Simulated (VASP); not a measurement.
Runs of VASP 6.6.1 on Pb. The structure is that of space group P4/mmm (No. 123), or close to it. The cells are those of the table. The cell was built from a structure type or drawn by symmetry, and may not be a known phase.

| task | cell | k mesh | cutoff (eV) | gap on the mesh (eV) | pressure (GPa) | relaxed volume (Å³/atom) |
| --- | --- | --- | --- | --- | --- | --- |
| relaxation of cell and atoms | relaxed from a = 2.612, b = 2.760, c = 4.894 Å, 1 atom | 6 × 6 × 4 | 600 | none | 0.0 | 34.45 |
| single point | a = 3.395, b = 3.405, c = 2.984 Å, 1 atom | 6 × 6 × 4 | 520 | none | 0.0 | - |
| relaxation of cell and atoms | relaxed from a = 3.400, b = 3.400, c = 2.984 Å, 1 atom | 6 × 6 × 6 | 600 | none | 0.0 | 34.37 |
| single point | a = 2.612, b = 2.760, c = 4.894 Å, 1 atom | 6 × 6 × 4 | 520 | none | (a) | - |

Alike in all rows: level PBE; potentials or basis VASP PAW PBE potentials, release 64 (Pb_d); no spin polarisation; smearing gaussian 0.1 eV.

Question: Fill in the values left out.

Answer: (a) 24.6.

Caveats: some runs use coarse meshes; spin-orbit coupling is left out, which moves the levels of the heavy elements; a cell axis changed by over 15 % at a fixed basis, so the end point is rough (at least some runs).

A k mesh can miss the band edges, and the runs leave out spin-orbit coupling on Pb.

A gap of «none» marks levels without a gap at the run's occupations.
